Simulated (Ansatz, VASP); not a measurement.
**ZnCd3O4 in VASP and in Ansatz**

Contents of INCAR:

```
SYSTEM = ZnCd3O4
ALGO     = Normal         ! electronic algorithm
EDIFF    = 1E-6           ! SCF threshold, eV
ENCUT    = 520            ! plane-wave cutoff, eV
GGA      = PE             ! functional
ISIF     = 2              ! what is computed and relaxed
ISMEAR   = 0              ! smearing method
ISPIN    = 2              ! spin polarisation
LASPH    = .True.         ! aspherical terms in the spheres
LCHARG   = .True.         ! write CHGCAR
LELF     = .True.         ! ELF
LORBIT   = 11             ! projections on sites
LREAL    = .False.        ! projectors in reciprocal space
LVHAR    = .True.       
LWAVE    = .False.        ! write WAVECAR
MAGMOM   = 0 0 0 0 1 1 1 1 ! initial moments
NBANDS   = 50             ! bands
NELM     = 150            ! most SCF steps
PREC     = Accurate       ! precision mode
SIGMA    = 0.1            ! smearing width, eV
```

The input KPOINTS:

```
k-points
0
Gamma
  6 6 6
  0 0 0
```

POSCAR

```
ZnCd3O4
1.0
   -2.3454553000      2.3454553000      4.6446835000
    2.3454553000     -2.3454553000      4.6446835000
    2.3454553000      2.3454553000     -4.6446835000
Zn Cd O
1 3 4
Direct
    0.5000000000      0.5000000000      0.0000000000
    0.0000000000      0.0000000000      0.0000000000
    0.7500000000      0.2500000000      0.5000000000
    0.2500000000      0.7500000000      0.5000000000
    0.7244480000      0.7244480000      0.0000000000
    0.5000000000      0.0000000000      0.5000000000
    0.2755520000      0.2755520000      0.0000000000
    0.0000000000      0.5000000000      0.5000000000
```

Input for Ansatz:

```yaml
crystal:
  lattice:
    - [-2.3454553, 2.3454553, 4.6446835]
    - [2.3454553, -2.3454553, 4.6446835]
    - [2.3454553, 2.3454553, -4.6446835]
  atoms:
    - { symbol: Zn, position: [0.5, 0.5, 0.0] }
    - { symbol: Cd, position: [0.0, 0.0, 0.0] }
    - { symbol: Cd, position: [0.75, 0.25, 0.5] }
    - { symbol: Cd, position: [0.25, 0.75, 0.5] }
    - { symbol: O, position: [0.724448, 0.724448, 0.0], spin: 1.0 }
    - { symbol: O, position: [0.5, 0.0, 0.5], spin: 1.0 }
    - { symbol: O, position: [0.275552, 0.275552, 0.0], spin: 1.0 }
    - { symbol: O, position: [0.0, 0.5, 0.5], spin: 1.0 }
basis:
  ecutwfc: 420
kpoints:
  mp_grid: { grid: [6, 6, 6] }
hamiltonian:
  xc: pbe
scf:
  occupations: { method: gaussian, width: 0.1 }
  lower_state_search: "off"
output:
  forces: true
  stress: true
  eigenvalues: true
  populations: true
magnetization:
  spin_polarized: true
```

Alike in both runs: task single point; functional PBE; k mesh 6 × 6 × 6; occupations gaussian, width 0.1 eV; collinear spin.

|  | VASP | Ansatz |
| --- | --- | --- |
| version | VASP 6.6.1 | Ansatz 0.2.0 |
| potentials or method | VASP PAW PBE potentials, release 64 (Zn, Cd, O), cutoff 520 eV | scalar-relativistic, plane waves, PAW |
| valence electrons in the cell | 72 | 96 |

VASP gave:

```
gap on the k mesh at the Fermi level (eV)                     : none
pressure (GPa)                                                : 1.2
traceless stress, the component that is largest in VASP (GPa) : 0.11
net moment per atom (μB)                                      : 0.00
```

Q: Estimate Ansatz's values.

A: gap on the k mesh at the Fermi level (eV): none; pressure (GPa): 0.0; traceless stress, the component that is largest in VASP (GPa): 0.04; net moment per atom (μB): 0.00.

A gap of «none» marks a metal or a gap that the smearing closes. VASP's potentials hold 72 valence electrons a cell and Ansatz's 96, so a difference there can come from the potentials and not from the codes. Ansatz's warnings: seeded moment not kept.
